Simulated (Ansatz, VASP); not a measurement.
# Two plane-wave programs on SbS2

```
CELL_PARAMETERS angstrom
1.87485 1.08245 6.27239
-1.87485 1.08245 6.27239
0.00000 -2.16489 6.27239
ATOMIC_POSITIONS crystal
Sb 0.00000 0.00000 0.00000
S 0.74896 0.74896 0.74896
S 0.25104 0.25104 0.25104
```

Alike in both runs: functional PBE; k mesh 12 × 12 × 12; occupations gaussian, width 0.1 eV; no spin polarisation.

Ansatz relaxed the structure, and its values are those at the end. VASP's run is a single point on that final structure, the one shown.

```csv
,VASP,Ansatz
version,VASP 6.6.1,Ansatz 0.2.0
potentials or method,"VASP PAW PBE potentials, release 64 (Sb, S), cutoff 520 eV","scalar-relativistic, plane waves, PAW"
valence electrons in the cell,17,27
```

Ansatz gave:

- gap on the k mesh at the Fermi level (eV): none
- pressure (GPa): 0.0
- rms of the force components (eV/Å): 0.002

Q: Estimate VASP's values.

A: gap on the k mesh at the Fermi level (eV): none; pressure (GPa): -0.2; rms of the force components (eV/Å): 0.009.

A gap of «none» marks a metal or a gap that the smearing closes. The functional is the same, so the differences come from potentials, cutoffs and numerics. VASP's potentials hold 17 valence electrons a cell and Ansatz's 27, so a difference there can come from the potentials and not from the codes.

Spin-orbit coupling is off throughout.
